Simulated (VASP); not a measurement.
Here is a VASP 6.6.1 calculation.

File INCAR:

```
PREC = Accurate ; ENCUT = 520
EDIFF = 1E-6 ; ISMEAR = -1
SIGMA = 0.05 ; LREAL = False
LASPH = True ; NELM = 60
ALGO = Normal ; ISIF = 2
LWAVE = False ; LCHARG = False
GGA = RP ; NBANDS = 21
```

KPOINTS

```
regular mesh
0
Gamma
  9 9 9
```

File POSCAR:

```
Ge
1.0
    0.0000000000      2.8738354972      2.8738354972
    2.8738354972      0.0000000000      2.8738354972
    2.8738354972      2.8738354972      0.0000000000
Ge
2
Direct
    0.5000000000      0.5000000000      0.5000000000
    0.7500000000      0.7500000000      0.7500000000
```

Potentials or basis: VASP PAW PBE potentials, release 64 (Ge_d).

Command:

```sh
$ cat potpaw_PBE.64/Ge_d/POTCAR > POTCAR
$ mpirun -np 1 vasp_std > vasp.out
```

Task: Estimate the pressure.

Result: 1.9 GPa.

Task: What does it give for the band gap on the k mesh?

Result: Zero (filled and empty bands touch).

Caveat: the PAW data sets were made with another functional, which shifts forces and pressure a little.
